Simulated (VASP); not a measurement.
Input of a VASP 6.6.1 run:

Contents of INCAR:

```
PREC     = Accurate       # precision mode
ENCUT    = 520            # plane-wave cutoff, eV
EDIFF    = 1E-6           # SCF threshold, eV
ISMEAR   = 0              # smearing method
SIGMA    = 0.01           # smearing width, eV
LREAL    = F              # projectors in reciprocal space
LASPH    = T              # aspherical terms in the spheres
NELM     = 80             # most SCF steps
ALGO     = Normal         # electronic algorithm
ISIF     = 2              # what is computed and relaxed
LWAVE    = F              # write WAVECAR
LCHARG   = F              # write CHGCAR
GGA      = PS             # functional
IBRION   = 2              # ionic algorithm
NSW      = 80             # ionic steps
EDIFFG   = -5E-4          # ionic threshold
```

KPOINTS

```
Automatic mesh
0
Gamma
  12 12 1
```

The input POSCAR:

```
MoS2
1.0
    3.1405221110      0.0000000000      0.0000000000
   -1.5702610555      2.7197719293      0.0000000000
    0.0000000000      0.0000000000     18.1200000000
S Mo
2 1
Direct
    0.3333333333      0.6666666667      0.4139963042
    0.3333333333      0.6666666667      0.5860036958
    0.6666666667      0.3333333333      0.5000000000
```

Potentials or basis: VASP PAW PBE potentials, release 64 (S, Mo_sv).

Launch:

```bash
$ cat potpaw_PBE.64/S/POTCAR potpaw_PBE.64/Mo_sv/POTCAR > POTCAR
$ mpirun -np 1 vasp_std > vasp.out
```

**Question.** Estimate the energy gained by relaxing.

**Answer.** 0.0 meV/atom.

**Question.** Estimate the band gap on the k mesh.

**Answer.** 1.81 eV.

Final structure:
```
CELL_PARAMETERS angstrom
3.14052 0.00000 0.00000
-1.57026 2.71977 0.00000
0.00000 0.00000 18.12000
ATOMIC_POSITIONS crystal
S 0.33333 0.66667 0.41399
S 0.33333 0.66667 0.58601
Mo 0.66667 0.33333 0.50000
```
